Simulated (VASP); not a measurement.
Write the native input for VASP 6.6.1 that does the following.

* Task: single point
* Functional: PBEsol
* Potentials or basis: VASP PAW PBE potentials, release 64 (V_sv)
* Cutoff: 520 eV
* k mesh: 10 × 10 × 10
* Occupations: fermi-dirac, width 0.05 eV
* Spin: collinear spin, ferromagnetic start
* Starting moments: [0.5] μB
* Fixed moment: 0.5 μB
* Dipole correction: no
* Further INCAR settings: ALGO = Normal; EDIFF = 1e-06; NBANDS = 16

The structure of V lies in POSCAR:

```
V
1.0
   -1.5143500000      1.5143500000      1.5143500000
    1.5143500000     -1.5143500000      1.5143500000
    1.5143500000      1.5143500000     -1.5143500000
V
1
Direct
    0.0000000000      0.0000000000      0.0000000000
```

The input as run:

INCAR

```
SYSTEM = V
  PREC = Accurate
  ENCUT = 520
  EDIFF = 1E-6
  ISMEAR = -1
  SIGMA = 0.05
  LREAL = .FALSE.
  LASPH = .TRUE.
  NELM = 150
  ALGO = Normal
  ISIF = 2
  LWAVE = .FALSE.
  LCHARG = .TRUE.
  ISPIN = 2
  MAGMOM = 0.5
  LORBIT = 11
  NUPDOWN = 0.5
  LMAXMIX = 4
  GGA = PS
  LELF = .TRUE.
  LVHAR = .TRUE.
  NBANDS = 16
```

KPOINTS

```
Automatic mesh
0
G
  10 10 10
  0 0 0
```

Potentials or basis: VASP PAW PBE potentials, release 64 (V_sv).

Launch:

```console
$ cat potpaw_PBE.64/V_sv/POTCAR > POTCAR
$ mpirun -np 1 vasp_std > vasp.out
```

It gave:

```yaml
Pressure: -11.2 GPa
Net_moment: 0.50 μB per cell
Site_moments: V +0.41 μB
Valence_electrons_inside_the_program's_atomic_spheres: V 11.61
```

Caveat: the PAW data sets were made with another functional, which shifts forces and pressure a little; the total moment is fixed, so each spin has its own Fermi level.

Wall time 14 s on 1 thread of Intel(R) Xeon(R) Platinum 8488C (Sapphire Rapids), on a shared host, peak memory 0.13 GiB.
